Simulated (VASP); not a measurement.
# SrO in VASP: further runs, part 2 of 2

VASP 6.6.1.

**4. Single point, PBE (atoms displaced along a vibrational mode, the cell strained)**

INCAR reads:

```
PREC     = Accurate       # precision mode
ENCUT    = 520            # plane-wave cutoff, eV
EDIFF    = 1E-6           # SCF threshold, eV
ISMEAR   = 0              # smearing method
SIGMA    = 0.05           # smearing width, eV
LREAL    = F              # projectors in reciprocal space
LASPH    = T              # aspherical terms in the spheres
NELM     = 60             # most SCF steps
ALGO     = Normal         # electronic algorithm
ISIF     = 2              # what is computed and relaxed
LWAVE    = F              # write WAVECAR
LCHARG   = F              # write CHGCAR
GGA      = PE             # functional
NBANDS   = 24             # bands
```

KPOINTS reads:

```
Automatic mesh
0
Gamma
  9 9 4
```

POSCAR reads:

```
SrO
1.0
    3.6366829075      0.0000000000      0.0000000000
   -1.8183414538      3.1494597834      0.0000000000
    0.0000000000      0.0000000000      6.3468734168
Sr O
2 2
Direct
    0.3333333333      0.6666666667      0.2517315869
    0.6666666667      0.3333333333      0.7517315869
    0.0000000000      0.0000000000     -0.0094831953
    0.0000000000      0.0000000000      0.4905168047
```

Potentials or basis: VASP PAW PBE potentials, release 64 (Sr_sv, O).

On the command line:

```bash
$ cat potpaw_PBE.64/Sr_sv/POTCAR potpaw_PBE.64/O/POTCAR > POTCAR
$ mpirun -np 1 vasp_std > vasp.out
```

OUTCAR:

```text
PREC = Accurate
   ENCUT = 520
   EDIFF = 1E-6
   ISMEAR = 0
   LREAL = F
   LASPH = T
   NELM = 60
   ISIF = 2
   GGA = PE

 ion  position               nearest neighbor table
   1  0.333  0.667  0.252-   4 2.59   4 2.59   4 2.59   3 2.68   3 2.68   3 2.68   2 3.81   2 3.81
                             2 3.81   2 3.81   2 3.81   2 3.81
   2  0.667  0.333  0.752-   3 2.59   3 2.59   3 2.59   4 2.68   4 2.68   4 2.68   1 3.81   1 3.81
                             1 3.81   1 3.81   1 3.81   1 3.81
   3  0.000  0.000  0.991-   2 2.59   2 2.59   2 2.59   1 2.68   1 2.68   1 2.68
   4  0.000  0.000  0.491-   1 2.59   1 2.59   1 2.59   2 2.68   2 2.68   2 2.68

  LATTYP: Found a hexagonal cell.
 ALAT       =     3.6366829075
 C/A-ratio  =     1.7452369586

  Lattice vectors:

 A1 = (   3.6366829075,   0.0000000000,   0.0000000000)
 A2 = (  -1.8183414538,   3.1494597834,   0.0000000000)
 A3 = (   0.0000000000,   0.0000000000,   6.3468734168)

Analysis of symmetry for initial positions (statically):
=====================================================================
 Subroutine PRICEL returns:
 Original cell was already a primitive cell.

 Routine SETGRP: Setting up the symmetry group for a
 hexagonal supercell.

 Subroutine GETGRP returns: Found 12 space group operations
 (whereof  6 operations were pure point group operations)
 out of a pool of 24 trial point group operations.

The static configuration has the point symmetry C_3v.
 The point group associated with its full space group is C_6v.

Analysis of symmetry for dynamics (positions and initial velocities):
=====================================================================
 Subroutine PRICEL returns:
 Original cell was already a primitive cell.

 Routine SETGRP: Setting up the symmetry group for a
 hexagonal supercell.

 Subroutine GETGRP returns: Found 12 space group operations
 (whereof  6 operations were pure point group operations)
 out of a pool of 24 trial point group operations.

The dynamic configuration has the point symmetry C_3v.
 The point group associated with its full space group is C_6v.

 Subroutine INISYM returns: Found 12 space group operations
 (whereof  6 operations are pure point group operations),
 and found     1 'primitive' translations

----------------------------------------------------------------------------------------

                                     Primitive cell

  volume of cell :      72.6945

  direct lattice vectors                    reciprocal lattice vectors
     3.636682908  0.000000000  0.000000000     0.274975857  0.158757385  0.000000000
    -1.818341454  3.149459783  0.000000000     0.000000000  0.317514770  0.000000000
     0.000000000  0.000000000  6.346873417     0.000000000  0.000000000  0.157557893

  length of vectors
     3.636682908  3.636682908  6.346873417     0.317514770  0.317514770  0.157557893

  position of ions in fractional coordinates (direct lattice)
     0.333333333  0.666666667  0.251731587
     0.666666667  0.333333333  0.751731587
     0.000000000  0.000000000  0.990516805
     0.000000000  0.000000000  0.490516805

  ion indices of the primitive-cell ions
   primitive index   ion index
                 1           1
                 2           2
[... 26 lines left out ...]

 Found     36 irreducible k-points:

 Following reciprocal coordinates:
            Coordinates               Weight
  0.000000  0.000000  0.000000      1.000000
  0.111111  0.000000  0.000000      6.000000
  0.222222  0.000000  0.000000      6.000000
  0.333333  0.000000  0.000000      6.000000
  0.444444  0.000000  0.000000      6.000000
  0.111111  0.111111  0.000000      6.000000
[... 16 lines left out ...]
  0.333333  0.222222  0.250000     24.000000
  0.333333  0.333333  0.250000      4.000000
 [... further k-points ...]
   k-points           NKPTS =     36   k-points in BZ     NKDIM =     36   number of bands    NBANDS=     24
   number of dos      NEDOS =    301   number of ions     NIONS =      4
   total plane-waves  NPLWV =  37632
   dimension x,y,z NGX =    28 NGY =   28 NGZ =   48
   dimension x,y,z NGXF=    56 NGYF=   56 NGZF=   96
   ions per type =               2   2
   NGX,Y,Z   is equivalent  to a cutoff of  12.80, 12.80, 12.57 a.u.
   NGXF,Y,Z  is equivalent  to a cutoff of  25.60, 25.60, 25.15 a.u.
 SYSTEM =  unknown system
   PREC   = accura    normal or accurate (medium, high low for compatibility)
   ISTART =      0    job   : 0-new  1-cont  2-samecut
   ICHARG =      2    charge: 1-file 2-atom 10-const
   ISPIN  =      1    spin polarized calculation?
   LNONCOLLINEAR =      F non collinear calculations
   LSORBIT =      F    spin-orbit coupling
   LASPH  =      T    aspherical Exc in radial PAW
   ENCUT  =  520.0 eV  38.22 Ry    6.18 a.u.   6.76  6.76 11.80*2*pi/ulx,y,z
   NELM   =     60;   NELMIN=  2; NELMDL= -5     # of ELM steps
   EDIFF  = 0.1E-05   stopping-criterion for ELM
   LREAL  =      F    real-space projection
   EDIFFG = 0.1E-04   stopping-criterion for IOM
   NSW    =      0    number of steps for IOM
   IBRION =     -1    ionic relax: 0-MD 1-quasi-New 2-CG
   NFREE  =      0    steps in history (QN), initial steepest desc. (CG)
   ISIF   =      2    stress and relaxation
   ISYM   =      2    0-nonsym 1-usesym 2-fastsym
   POTIM  = 0.5000    time-step for ionic-motion
   TEBEG  =    0.0;   TEEND  =   0.0 temperature during run
   PSTRESS=    0.0 pullay stress
   NELECT =      32.0000    total number of electrons
   NUPDOWN=      -1.0000    fix difference up-down
   EMIN   =  10.00;   EMAX   =-10.00  energy-range for DOS
   EFERMI =   0.00;   METHOD = LEGACY
   ISMEAR =     0;   SIGMA  =   0.05  broadening in eV -4-tet -1-fermi 0-gaus
   EFERMI_NEDOS =   21; number of points for ismear=-14 and -15
   IALGO  =     38    algorithm
   IMIX   =      4    mixing-type and parameters
     AMIX     =   0.40;   BMIX     =  1.00
     AMIX_MAG =   1.60;   BMIX_MAG =  1.00
  volume/ion in A,a.u.               =      18.17       122.64
  Fermi-wavevector in a.u.,A,eV,Ry     =   1.245349  2.353368 21.101193  1.550894
  Thomas-Fermi vector in A             =   2.379575
   LORBIT       =      0    0 simple, 1 ext, 2 COOP (PROOUT), +10 PAW based schemes
   GGA     = PE    functional components
   LHFCALC =     F    Hartree Fock is set to
   AEXX    =    0.0000 exact exchange contribution
   IVDW    =     0    specifies the selected vdW correction
   LEPSILON=     F    determine dielectric tensor
   LRPA    =     F    only Hartree local field effects (RPA)
 non-spin polarized calculation
 Gauss-broadening in eV      SIGMA  =   0.05
  energy-cutoff  :      520.00
  volume of cell :       72.69
 maximum number of plane-waves:      1979
 NGX is ok and might be reduce to    28
   NGX = 13   NGY = 13   NGZ = 23

 number of electron      31.9999986 magnetization

 Free energy of the ion-electron system (eV)
  ---------------------------------------------------
  ext. energy  EPLUGINS =         0.00000000
  ---------------------------------------------------
  free energy    TOTEN  =       -23.71155193 eV

  energy without entropy =      -23.71155193  energy(sigma->0) =      -23.71155193

 E-fermi :   2.1645     XC(G=0):  -9.7068

 val. band max:        1.8525877505   @ k =   0.0000   0.0000   0.0000
 cond. band min:       4.5675908525   @ k =   0.0000   0.0000   0.0000
 fundamental gap:      2.7150031020
 Fermi energy:         2.1645248777

 k-point     1 :       0.0000    0.0000    0.0000
  band No.  band energies     occupation
      1     -31.3140      2.00000
      2     -31.2345      2.00000
      3     -15.0220      2.00000
      4     -13.5843      2.00000
      5     -13.0523      2.00000
      6     -13.0523      2.00000
[... 637 lines left out ...]
     23      11.1362      0.00000
     24      11.1391      0.00000

 [... further k-points ...]

------------------------ aborting loop because EDIFF is reached ----------------------------------------

  FORCE on cell =-STRESS in cart. coord.  units (eV):
  Direction    XX          YY          ZZ          XY          YZ          ZX
  --------------------------------------------------------------------------------------
  -------------------------------------------------------------------------------------
  Total       -1.3190959     -1.3190959     -1.5704998      0.0000000      0.0000000      0.0000000
  in kB      -29.0727160    -29.0727160    -34.6136278      0.0000000      0.0000000      0.0000000
  external PRESSURE =     -30.9196866 kB  Pullay stress =       0.0000000 kB

 VOLUME and BASIS-vectors are now :
 -----------------------------------------------------------------------------
  energy-cutoff  :      520.00
  volume of cell :       72.69
      direct lattice vectors                 reciprocal lattice vectors
     3.636682908  0.000000000  0.000000000     0.274975857  0.158757385  0.000000000
    -1.818341454  3.149459783  0.000000000     0.000000000  0.317514770  0.000000000
     0.000000000  0.000000000  6.346873417     0.000000000  0.000000000  0.157557893

 POSITION                                       TOTAL-FORCE (eV/Angst)
 -----------------------------------------------------------------------------------
     -0.00000      2.09964      1.59771         0.000000      0.000000     -0.102340
      1.81834      1.04982      4.77115        -0.000000     -0.000000     -0.102340
      0.00000      0.00000      6.28668         0.000000     -0.000000      0.102340
      0.00000      0.00000      3.11325        -0.000000     -0.000000      0.102340
 -----------------------------------------------------------------------------------
    total drift:                                0.000000      0.000000      0.000284

  FREE ENERGIE OF THE ION-ELECTRON SYSTEM (eV)
  ---------------------------------------------------
  free  energy   TOTEN  =       -23.7115519286 eV

  energy  without entropy=      -23.7115519286  energy(sigma->0) =      -23.71155193
```

Run time: 24 s. Hardware: 1 thread of Intel Xeon 6975P-C (Granite Rapids), shared host; peak memory 0.21 GiB.

What came out:

| Item | Value |
| --- | --- |
| Free energy | -23.7116 eV |
| Pressure | -3.1 GPa |
| Largest force | 0.102 eV/Å |
| Band gap on the k mesh | 2.71 eV |

Forces in eV/Å, atoms in the order of the input:
```
Sr   0.000  0.000 -0.102
Sr   0.000  0.000 -0.102
O    0.000  0.000  0.102
O    0.000  0.000  0.102
```

Levels at points of the mesh, in eV from the valence-band top:
| k point | band 12 | band 13 | band 14 | band 15 | band 16 | band 17 | band 18 | band 19 | band 20 | band 21 |
| --- | --- | --- | --- | --- | --- | --- | --- | --- | --- | --- |
| (0.00, 0.00, 0.00) | -0.93 | -0.93 | -0.69 | -0.69 | 0.00 | 2.71 | 4.86 | 5.11 | 6.04 | 6.04 |
| (0.00, 0.00, 0.50) | -1.53 | -0.83 | -0.83 | -0.83 | -0.83 | 4.35 | 4.35 | 5.74 | 5.74 | 6.92 |

Caveat: the cell differs from its parent crystal (atoms displaced along a vibrational mode, the cell strained); the cell stands under tension; an odd mesh through Γ misses points on the zone boundary, where band edges can lie.

**5. The runs side by side**

```csv
cell,gap on the mesh (eV),pressure (GPa),largest force (eV/Å)
"as given, atomic positions A",2.70,-3.2,0.05
"as given, atomic positions B",2.70,-3.2,-
"as given, atomic positions C",2.71,-3.1,0.10
```

Alike in all rows: task single point; level PBE; potentials or basis VASP PAW PBE potentials, release 64 (Sr_sv, O); no spin polarisation; k mesh 9 × 9 × 4; cutoff (eV) 520; smearing gaussian 0.05 eV.

Caveats: the cell stands under tension; an odd mesh through Γ misses points on the zone boundary, where band edges can lie.

Absolute energies hang on the potentials; compare differences alone.
